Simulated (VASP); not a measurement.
# HC16 (a cell with a defect) in VASP: single point with PBE

Aim: the single point of HC16 (a cell with a defect) with PBE.

Program: VASP 6.6.1. These are calculated values, not measurements. Logs are shortened: lines on timing, memory, paths and dates and some standing lists are left out, and cuts for length are marked.

## 1. The cell of the first run

The cell holds a defect, 17 atoms: a = 5.049 Å, b = 5.049 Å, c = 5.049 Å, α = 60.00°, β = 60.00°, γ = 60.00°.

## 2. Single point, PBE

Input file INCAR:

```
SYSTEM = HC16
PREC = Accurate ; ENCUT = 520
EDIFF = 1E-6 ; ISMEAR = 0
SIGMA = 0.05 ; LREAL = Auto
LASPH = .TRUE. ; NELM = 60
ALGO = Normal ; ISIF = 2
LWAVE = .FALSE. ; LCHARG = .TRUE.
GGA = PE ; LELF = .TRUE.
LVHAR = .TRUE. ; NBANDS = 46
NELECT = 64.0
```

Input file KPOINTS:

```
Automatic mesh
0
G
  3 3 3
  0 0 0
```

Input file POSCAR:

```
HC16
1.0
    0.0000000000      3.5700000000      3.5700000000
    3.5700000000      0.0000000000      3.5700000000
    3.5700000000      3.5700000000      0.0000000000
C H
16 1
Direct
   -0.0001488796     -0.0033771709      0.0159917367
    0.1304521008      0.1214803922      0.1301285714
   -0.0124121849     -0.0113401961      0.4934004202
    0.1366306723      0.1321567227      0.6367673669
   -0.0017289916      0.4941060224      0.0069043417
    0.1258883754      0.6186029412      0.1314992997
   -0.0062932773      0.4953915966      0.5041389356
    0.1243172269      0.6096833333      0.6288894958
    0.5038851541     -0.0064792717      0.0058644258
    0.6254719888      0.1222344538      0.1302260504
    0.5023169468     -0.0047841737      0.5041844538
    0.6217754902      0.1213682073      0.6302390756
    0.4994127451      0.4953684874      0.0058556022
    0.6247351541      0.6197009804      0.1301626050
    0.4986609244      0.4953343137      0.5033040616
    0.6202651261      0.6196247899      0.6320488796
    1.0607899160      0.9086826331     -0.2816728291
```

Potentials or basis: VASP PAW PBE potentials, release 64 (C, H).

Run with:

```console
> cat potpaw_PBE.64/C/POTCAR potpaw_PBE.64/H/POTCAR > POTCAR
> mpirun -np 1 vasp_std > vasp.out
```

OUTCAR:

```text
SYSTEM = HC16
   PREC = Accurate
   ENCUT = 520
   EDIFF = 1E-6
   ISMEAR = 0
   LREAL = Auto
   LASPH = .TRUE.
   NELM = 60
   ISIF = 2
   GGA = PE
   NELECT = 64.0

 ion  position               nearest neighbor table
   1  1.000  0.997  0.016-   2 1.52  10 1.54   6 1.56   4 1.57
   2  0.130  0.121  0.130-   3 1.50   1 1.52   5 1.54   9 1.54
   3  0.988  0.989  0.493-  17 1.18   2 1.50  12 1.51   8 1.56   4 1.80
   4  0.137  0.132  0.637-  17 1.18   7 1.50  11 1.51   1 1.57   3 1.80
   5  0.998  0.494  0.007-   2 1.54  14 1.54   6 1.55   8 1.56
   6  0.126  0.619  0.131-   7 1.54  13 1.54   5 1.55   1 1.56
   7  0.994  0.495  0.504-   4 1.50   8 1.52   6 1.54  16 1.54
   8  0.124  0.610  0.629-   7 1.52  15 1.54   5 1.56   3 1.56
   9  0.504  0.994  0.006-   2 1.54  14 1.54  10 1.54  12 1.55
  10  0.625  0.122  0.130-  13 1.54  11 1.54   1 1.54   9 1.54
  11  0.502  0.995  0.504-   4 1.51  12 1.53  10 1.54  16 1.55
  12  0.622  0.121  0.630-   3 1.51  11 1.53  15 1.54   9 1.55
  13  0.499  0.495  0.006-  10 1.54   6 1.54  16 1.54  14 1.54
  14  0.625  0.620  0.130-  15 1.54   5 1.54   9 1.54  13 1.54
  15  0.499  0.495  0.503-  14 1.54  12 1.54   8 1.54  16 1.54
  16  0.620  0.620  0.632-   7 1.54  13 1.54  15 1.54  11 1.55
  17  0.061  0.909  0.718-   4 1.18   3 1.18

  LATTYP: Found a face centered cubic cell.
 ALAT       =     7.1400000000

  Lattice vectors:

 A1 = (   0.0000000000,   3.5700000000,   3.5700000000)
 A2 = (   3.5700000000,   0.0000000000,   3.5700000000)
 A3 = (   3.5700000000,   3.5700000000,   0.0000000000)

Analysis of symmetry for initial positions (statically):
=====================================================================
 Subroutine PRICEL returns:
 Original cell was already a primitive cell.

 Routine SETGRP: Setting up the symmetry group for a
 face centered cubic supercell.

 Subroutine GETGRP returns: Found  1 space group operations
 (whereof  1 operations were pure point group operations)
 out of a pool of 48 trial point group operations.

The static configuration has the point symmetry C_1 .

Analysis of symmetry for dynamics (positions and initial velocities):
=====================================================================
 Subroutine PRICEL returns:
 Original cell was already a primitive cell.

 Routine SETGRP: Setting up the symmetry group for a
 face centered cubic supercell.

 Subroutine GETGRP returns: Found  1 space group operations
 (whereof  1 operations were pure point group operations)
 out of a pool of 48 trial point group operations.

[... 126 lines left out ...]
   ISYM   =      2    0-nonsym 1-usesym 2-fastsym
   POTIM  = 0.5000    time-step for ionic-motion
   TEBEG  =    0.0;   TEEND  =   0.0 temperature during run
   PSTRESS=    0.0 pullay stress
   NELECT =      64.0000    total number of electrons
   NUPDOWN=      -1.0000    fix difference up-down
   EMIN   =  10.00;   EMAX   =-10.00  energy-range for DOS
   EFERMI =   0.00;   METHOD = LEGACY
   ISMEAR =     0;   SIGMA  =   0.05  broadening in eV -4-tet -1-fermi 0-gaus
   EFERMI_NEDOS =   21; number of points for ismear=-14 and -15
   IALGO  =     38    algorithm
   IMIX   =      4    mixing-type and parameters
     AMIX     =   0.40;   BMIX     =  1.00
     AMIX_MAG =   1.60;   BMIX_MAG =  1.00
  volume/ion in A,a.u.               =       5.35        36.12
  Fermi-wavevector in a.u.,A,eV,Ry     =   1.455872  2.751200 28.838420  2.119564
  Thomas-Fermi vector in A             =   2.572856
   LORBIT       =      0    0 simple, 1 ext, 2 COOP (PROOUT), +10 PAW based schemes
   GGA     = PE    functional components
   LHFCALC =     F    Hartree Fock is set to
   AEXX    =    0.0000 exact exchange contribution
   IVDW    =     0    specifies the selected vdW correction
   LEPSILON=     F    determine dielectric tensor
   LRPA    =     F    only Hartree local field effects (RPA)
 non-spin polarized calculation
 Gauss-broadening in eV      SIGMA  =   0.05
  energy-cutoff  :      520.00
  volume of cell :       91.00
 maximum number of plane-waves:      2453
 NGX is ok and might be reduce to    40
   NGX = 19   NGY = 19   NGZ = 19

 number of electron      64.0000000 magnetization

 Free energy of the ion-electron system (eV)
  ---------------------------------------------------
  ext. energy  EPLUGINS =         0.00000000
  ---------------------------------------------------
  free energy    TOTEN  =      -155.22753059 eV

  energy without entropy =     -155.22753059  energy(sigma->0) =     -155.22753059

 E-fermi :  10.1285     XC(G=0): -13.2420

 val. band max:        9.8915637352   @ k =   0.0000   0.0000   0.0000
 cond. band min:      12.4684741110   @ k =   0.0000   0.0000   0.0000
 fundamental gap:      2.5769103758
 Fermi energy:        10.1284781745

 k-point     1 :       0.0000    0.0000    0.0000
  band No.  band energies     occupation
      1     -11.9892      2.00000
      2      -6.9354      2.00000
      3      -6.0156      2.00000
      4      -5.9373      2.00000
      5      -5.8845      2.00000
      6      -4.7865      2.00000
[... 647 lines left out ...]
     43      19.1608      0.00000
     44      19.4377      0.00000
 [bands above 44 left out]

------------------------ aborting loop because EDIFF is reached ----------------------------------------

  FORCE on cell =-STRESS in cart. coord.  units (eV):
  Direction    XX          YY          ZZ          XY          YZ          ZX
  --------------------------------------------------------------------------------------
  -------------------------------------------------------------------------------------
  Total       -5.6125801     -5.8648894     -5.8783674      2.6032795      2.0681055      2.5938480
  in kB      -98.8185533   -103.2608664   -103.4981687     45.8349481     36.4123427     45.6688912
  external PRESSURE =    -101.8591961 kB  Pullay stress =       0.0000000 kB

 VOLUME and BASIS-vectors are now :
 -----------------------------------------------------------------------------
  energy-cutoff  :      520.00
  volume of cell :       91.00
      direct lattice vectors                 reciprocal lattice vectors
     0.000000000  3.570000000  3.570000000    -0.140056022  0.140056022  0.140056022
     3.570000000  0.000000000  3.570000000     0.140056022 -0.140056022  0.140056022
     3.570000000  3.570000000  0.000000000     0.140056022  0.140056022 -0.140056022

 POSITION                                       TOTAL-FORCE (eV/Angst)
 -----------------------------------------------------------------------------------
      3.61503      3.62656      7.12741        -0.001646      0.001079     -0.012498
      0.89824      0.93027      0.89940         0.001746      0.006340      0.008156
      5.29096      5.28713      7.05520         0.010528      0.008519      0.010079
      2.74506      2.76103      0.95957        -0.010056     -0.010555     -0.012130
      1.78861      3.58848      5.32779         0.002707      0.003540     -0.000584
      2.67787      0.91887      2.65783        -0.000049     -0.001014     -0.002789
[... 9 lines left out ...]
      4.46848      4.47076      4.42641         0.001643     -0.000713      0.002453
      5.80843      2.78145      3.46102        -0.002393      0.009252     -0.006677
 -----------------------------------------------------------------------------------
    total drift:                               -0.000470     -0.038568      0.029653

  FREE ENERGIE OF THE ION-ELECTRON SYSTEM (eV)
  ---------------------------------------------------
  free  energy   TOTEN  =      -155.2275305874 eV

  energy  without entropy=     -155.2275305874  energy(sigma->0) =     -155.22753059
```

OSZICAR:

```text
N       E                     dE             d eps       ncg     rms          rms(c)
DAV:   1     0.168177020152E+03    0.16818E+03   -0.34122E+04  1288   0.137E+03
DAV:   2    -0.146460847030E+03   -0.31464E+03   -0.29649E+03  1636   0.262E+02
DAV:   3    -0.159549642333E+03   -0.13089E+02   -0.12977E+02  1656   0.503E+01
DAV:   4    -0.159731942883E+03   -0.18230E+00   -0.18183E+00  1704   0.618E+00
DAV:   5    -0.159735450421E+03   -0.35075E-02   -0.35047E-02  1622   0.833E-01    0.158E+01
DAV:   6    -0.156444103074E+03    0.32913E+01   -0.22560E+00  1552   0.696E+00    0.939E+00
DAV:   7    -0.155218257173E+03    0.12258E+01   -0.31328E+00  1540   0.794E+00    0.218E+00
DAV:   8    -0.155225220882E+03   -0.69637E-02   -0.12688E-01  1666   0.187E+00    0.610E-01
DAV:   9    -0.155227508809E+03   -0.22879E-02   -0.13454E-02  1650   0.556E-01    0.109E-01
DAV:  10    -0.155227436155E+03    0.72653E-04   -0.62909E-04  1666   0.148E-01    0.615E-02
DAV:  11    -0.155227512691E+03   -0.76536E-04   -0.29809E-04  1680   0.934E-02    0.211E-02
DAV:  12    -0.155227524858E+03   -0.12167E-04   -0.33336E-05  1640   0.279E-02    0.100E-02
DAV:  13    -0.155227530616E+03   -0.57575E-05   -0.72545E-06  1536   0.147E-02    0.432E-03
DAV:  14    -0.155227530587E+03    0.28523E-07   -0.10993E-06   938   0.536E-03
   1 F= -.15522753E+03 E0= -.15522753E+03  d E =-.185575E-12
```

stdout:

```text
POSCAR found type information on POSCAR C H
 POSCAR found :  2 types and      17 ions
 scaLAPACK will be used
 LDA part: xc-table for (Slater+PW92), standard interpolation
 POSCAR, INCAR and KPOINTS ok, starting setup
 FFT: planning ... GRIDC
 FFT: planning ... GRID_SOFT
 FFT: planning ... GRID
 WAVECAR not read
 entering main loop
 the old and the new charge density differ
 old charge density:    65.00000 new   64.00000
    0.158E+01
```

It took 74 s on 1 thread of Intel Xeon 6975P-C (Granite Rapids), shared host; peak memory 0.24 GiB.

Results:

- Free energy: -155.2275 eV
- Largest force: 0.019 eV/Å

Forces in eV/Å, atoms in the order of the input:
```
C   -0.002  0.001 -0.012
C    0.002  0.006  0.008
C    0.011  0.009  0.010
C   -0.010 -0.011 -0.012
C    0.003  0.004 -0.001
C    0.000 -0.001 -0.003
C   -0.002 -0.007 -0.001
C    0.003  0.009  0.001
C    0.000 -0.006 -0.002
C   -0.004 -0.006  0.000
C   -0.010 -0.001  0.003
C    0.007 -0.001 -0.001
C    0.002 -0.003  0.002
C   -0.002 -0.002  0.004
C    0.003  0.001  0.008
C    0.002 -0.001  0.002
H   -0.002  0.009 -0.007
```

Caveat: the k points lie up to 0.51 Å⁻¹ apart; the cell carries a net charge on a neutralising background, which shifts energy and pressure; the cell is charged against a uniform background, so pressure and absolute levels hang on convention.
